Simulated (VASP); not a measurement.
# ZrS2 (P-3m1) in VASP: a series of runs, part 2 of 2

VASP 6.6.1. Earlier steps stand in the parts before.

## 4. Single point, r2SCAN, non-collinear spin, zero start, spin-orbit coupling (uniaxial z strain +3.0%)

POSCAR reads:

```
ZrS2
1.0
    3.6743990850      0.0000000000      0.0000000000
   -1.8371995425      3.1821229513      0.0000000000
    0.0000000000      0.0000000000      6.0325619624
Zr S
1 2
Direct
    0.0000000000      0.0000000000      0.0000000000
    0.3333333333      0.6666666667      0.2397614612
    0.6666666667      0.3333333333      0.7602385388
```

INCAR.step1 reads:

```
PREC = Accurate ; ENCUT = 550
ISMEAR = -1 ; SIGMA = 0.02
LREAL = False ; LASPH = True
NELM = 200 ; MAGMOM = 0 0 0 0 0 0 0 0 0
LSORBIT = True ; GGA_COMPAT = False
LMAXMIX = 4 ; NBANDS = 37
GGA = PE ; ALGO = Normal
EDIFF = 1E-5 ; LWAVE = True
LCHARG = False
```

INCAR.step2 reads:

```
PREC = Accurate ; ENCUT = 550
EDIFF = 1E-6 ; ISMEAR = -1
SIGMA = 0.02 ; LREAL = False
LASPH = True ; NELM = 200
ALGO = Normal ; ISIF = 2
LWAVE = False ; LCHARG = False
MAGMOM = 0 0 0 0 0 0 0 0 0 ; LORBIT = 11
LSORBIT = True ; GGA_COMPAT = False
LORBMOM = True ; LMAXMIX = 4
METAGGA = R2SCAN ; LMIXTAU = True
NBANDS = 37 ; ISTART = 1
```

KPOINTS reads:

```
Automatic mesh
0
Gamma
  12 12 4
```

Potentials or basis: VASP PAW PBE potentials, release 64 (Zr_sv, S).

Launch:

```console
cat potpaw_PBE.64/Zr_sv/POTCAR potpaw_PBE.64/S/POTCAR > POTCAR
cp INCAR.step1 INCAR
mpirun -np 1 vasp_ncl > vasp.out
cp INCAR.step2 INCAR
mpirun -np 1 vasp_ncl > vasp.out
```

OUTCAR:

```text
PREC = Accurate
   ENCUT = 550
   EDIFF = 1E-6
   ISMEAR = -1
   LREAL = False
   LASPH = True
   NELM = 200
   ISIF = 2
   LORBIT = 11
   LSORBIT = True
   METAGGA = R2SCAN
   ISTART = 1

 ion  position               nearest neighbor table
   1  0.000  0.000  0.000-   2 2.57   3 2.57   3 2.57   2 2.57   3 2.57   2 2.57
   2  0.333  0.667  0.240-   1 2.57   1 2.57   1 2.57
   3  0.667  0.333  0.760-   1 2.57   1 2.57   1 2.57

  LATTYP: Found a hexagonal cell.
 ALAT       =     3.6743990850
 C/A-ratio  =     1.6417819140

  Lattice vectors:

 A1 = (   3.6743990850,   0.0000000000,   0.0000000000)
 A2 = (  -1.8371995425,   3.1821229513,   0.0000000000)
 A3 = (   0.0000000000,   0.0000000000,   6.0325619624)

Analysis of symmetry for initial positions (statically):
=====================================================================
 Subroutine PRICEL returns:
 Original cell was already a primitive cell.

 Routine SETGRP: Setting up the symmetry group for a
 hexagonal supercell.

 Subroutine GETGRP returns: Found 12 space group operations
 (whereof 12 operations were pure point group operations)
 out of a pool of 24 trial point group operations.

The static configuration has the point symmetry D_3d.

Analysis of symmetry for dynamics (positions and initial velocities):
=====================================================================
 Subroutine PRICEL returns:
 Original cell was already a primitive cell.

 Routine SETGRP: Setting up the symmetry group for a
 hexagonal supercell.

 Subroutine GETGRP returns: Found 12 space group operations
 (whereof 12 operations were pure point group operations)
 out of a pool of 24 trial point group operations.

The dynamic configuration has the point symmetry D_3d.

Analysis of structural, dynamic, and magnetic symmetry:
=====================================================================
 Subroutine PRICEL returns:
 Original cell was already a primitive cell.

 Routine SETGRP: Setting up the symmetry group for a
 hexagonal supercell.

 Subroutine GETGRP returns: Found 12 space group operations
 (whereof 12 operations were pure point group operations)
 out of a pool of 24 trial point group operations.

The overall configuration has the point symmetry D_3d.

 Subroutine INISYM returns: Found 12 space group operations
 (whereof 12 operations are pure point group operations),
 and found     1 'primitive' translations

----------------------------------------------------------------------------------------

                                     Primitive cell

  volume of cell :      70.5351

  direct lattice vectors                    reciprocal lattice vectors
     3.674399085  0.000000000  0.000000000     0.272153344  0.157127807  0.000000000
    -1.837199543  3.182122951  0.000000000     0.000000000  0.314255613  0.000000000
     0.000000000  0.000000000  6.032561962     0.000000000  0.000000000  0.165767050

  length of vectors
     3.674399085  3.674399085  6.032561962     0.314255613  0.314255613  0.165767050

  position of ions in fractional coordinates (direct lattice)
     0.000000000  0.000000000  0.000000000
[... 1079 lines left out ...]
  FORCE on cell =-STRESS in cart. coord.  units (eV):
  Direction    XX          YY          ZZ          XY          YZ          ZX
  --------------------------------------------------------------------------------------
  -------------------------------------------------------------------------------------
  Total        0.2663378      0.2663378      0.0039699      0.0000000      0.0000000     -0.0000000
  in kB        6.0497633      6.0497633      0.0901759      0.0000000      0.0000000     -0.0000000
  external PRESSURE =       4.0632342 kB  Pullay stress =       0.0000000 kB

 VOLUME and BASIS-vectors are now :
 -----------------------------------------------------------------------------
  energy-cutoff  :      550.00
  volume of cell :       70.54
      direct lattice vectors                 reciprocal lattice vectors
     3.674399085  0.000000000  0.000000000     0.272153344  0.157127807  0.000000000
    -1.837199543  3.182122951  0.000000000     0.000000000  0.314255613  0.000000000
     0.000000000  0.000000000  6.032561962     0.000000000  0.000000000  0.165767050

 POSITION                                       TOTAL-FORCE (eV/Angst)
 -----------------------------------------------------------------------------------
      0.00000      0.00000      0.00000        -0.000000      0.000000      0.000000
     -0.00000      2.12142      1.44638        -0.000000      0.000000     -0.035826
      1.83720      1.06071      4.58619         0.000000     -0.000000      0.035826
 -----------------------------------------------------------------------------------
    total drift:                                0.000000     -0.000000     -0.000000

  FREE ENERGIE OF THE ION-ELECTRON SYSTEM (eV)
  ---------------------------------------------------
  free  energy   TOTEN  =       -44.2273042711 eV

  energy  without entropy=      -44.2273042711  energy(sigma->0) =      -44.22730427

 orbital moment (x)

 # of ion     p       d       tot
 ----------------------------------------
  1         0.000   0.000   0.000
  2        -0.000   0.000  -0.000
  3        -0.000   0.000  -0.000
 ----------------------------------------
           -0.000   0.000  -0.000

 orbital moment (y)

 # of ion     p       d       tot
 ----------------------------------------
  1         0.000   0.000   0.000
  2        -0.000   0.000  -0.000
  3        -0.000   0.000  -0.000
 ----------------------------------------
           -0.000   0.000  -0.000

 orbital moment (z)

 # of ion     p       d       tot
 ----------------------------------------
  1         0.000   0.000   0.000
  2         0.000   0.000   0.000
  3         0.000   0.000   0.000
 ----------------------------------------
            0.000   0.000   0.000

 Spin-Orbit-Coupling matrix elements

 Ion:    1  E_soc:     -0.1308553
 l=   1
     0.0000000    -0.0212592    -0.0212867
    -0.0212592     0.0000000    -0.0212592
    -0.0212867    -0.0212592     0.0000000
 l=   2
     0.0000000    -0.0001253     0.0000000    -0.0001253    -0.0003922
    -0.0001253     0.0000000    -0.0002854    -0.0001584    -0.0001253
     0.0000000    -0.0002854     0.0000000    -0.0002854     0.0000000
    -0.0001253    -0.0001584    -0.0002854     0.0000000    -0.0001253
    -0.0003922    -0.0001253     0.0000000    -0.0001253     0.0000000
 l=   3
     0.0000000     0.0000000     0.0000000     0.0000000     0.0000000     0.0000000     0.0000000
     0.0000000     0.0000000     0.0000000     0.0000000     0.0000000     0.0000000     0.0000000
     0.0000000     0.0000000     0.0000000     0.0000000     0.0000000     0.0000000     0.0000000
     0.0000000     0.0000000     0.0000000     0.0000000     0.0000000     0.0000000     0.0000000
[... 29 lines left out ...]
 l=   2
     0.0000000     0.0000000     0.0000000     0.0000000     0.0000000
     0.0000000     0.0000000     0.0000000     0.0000000     0.0000000
     0.0000000     0.0000000     0.0000000     0.0000000     0.0000000
     0.0000000     0.0000000     0.0000000     0.0000000     0.0000000
     0.0000000     0.0000000     0.0000000     0.0000000     0.0000000
 l=   3
     0.0000000     0.0000000     0.0000000     0.0000000     0.0000000     0.0000000     0.0000000
     0.0000000     0.0000000     0.0000000     0.0000000     0.0000000     0.0000000     0.0000000
     0.0000000     0.0000000     0.0000000     0.0000000     0.0000000     0.0000000     0.0000000
     0.0000000     0.0000000     0.0000000     0.0000000     0.0000000     0.0000000     0.0000000
     0.0000000     0.0000000     0.0000000     0.0000000     0.0000000     0.0000000     0.0000000
     0.0000000     0.0000000     0.0000000     0.0000000     0.0000000     0.0000000     0.0000000
     0.0000000     0.0000000     0.0000000     0.0000000     0.0000000     0.0000000     0.0000000

 total charge

# of ion       s       p       d       tot
------------------------------------------
    1        2.166   6.025   1.374   9.565
    2        1.334   2.445   0.000   3.779
    3        1.334   2.445   0.000   3.779
--------------------------------------------------
tot          4.833  10.916   1.374  17.123

 magnetization (x)

# of ion       s       p       d       tot
------------------------------------------
    1        0.000   0.000  -0.000  -0.000
    2       -0.000   0.000   0.000   0.000
    3        0.000   0.000   0.000   0.000
--------------------------------------------------
tot         -0.000   0.000  -0.000   0.000

 magnetization (y)

# of ion       s       p       d       tot
------------------------------------------
    1        0.000   0.000   0.000   0.000
    2       -0.000   0.000   0.000  -0.000
    3        0.000   0.000   0.000   0.000
--------------------------------------------------
tot          0.000   0.000   0.000   0.000

 magnetization (z)

# of ion       s       p       d       tot
------------------------------------------
    1        0.000  -0.000   0.000   0.000
    2        0.000   0.000   0.000   0.000
    3        0.000   0.000   0.000   0.000
--------------------------------------------------
tot          0.000  -0.000   0.000   0.000
```

It took 28 min on 1 thread of Oxide Virtual Turin-like, shared host; peak memory 0.55 GiB.

What came out:

```yaml
Free_energy: -44.2273 eV
Pressure: 0.4 GPa
Largest_force: 0.036 eV/Å
Net_moment: 0.00 μB per cell
Valence_electrons_inside_the_program's_atomic_spheres: Zr 9.56; S 3.78
```

Forces in eV/Å, atoms in the order of the input:
```
Zr   0.000  0.000  0.000
S    0.000  0.000 -0.036
S    0.000  0.000  0.036
```

Moments on the atoms (μB; x, y, z):
```
Zr  0.00 0.00 0.00
S   0.00 0.00 0.00
S   0.00 0.00 0.00
```

Caveat: the cell differs from its parent crystal (uniaxial z strain +3.0%); the PAW data sets were made with another functional, which shifts forces and pressure a little.

## 5. Overview

```tsv
cell	pressure (GPa)	moment (μB)	largest force (eV/Å)
a = 3.674, b = 3.674, c = 5.857 Å, angles 90.0, 90.0, 120.0°, 3 atoms, atomic positions A	0.9	0.00	0.03
a = 3.674, b = 3.674, c = 5.623 Å, angles 90.0, 90.0, 120.0°, 3 atoms, atomic positions B	1.9	0.00	0.04
a = 3.674, b = 3.674, c = 6.033 Å, angles 90.0, 90.0, 120.0°, 3 atoms, atomic positions C	0.4	0.00	0.04
```

Alike in all rows: task single point; level r2SCAN; potentials or basis VASP PAW PBE potentials, release 64 (Zr_sv, S); spin non-collinear, zero start, SOC; k mesh 12 × 12 × 4; cutoff (eV) 550; smearing fermi-dirac 0.02 eV.

Caveats: the PAW data sets were made with another functional, which shifts forces and pressure a little.

Total energies depend on the potentials used, so only differences within one code and one set of settings carry meaning.
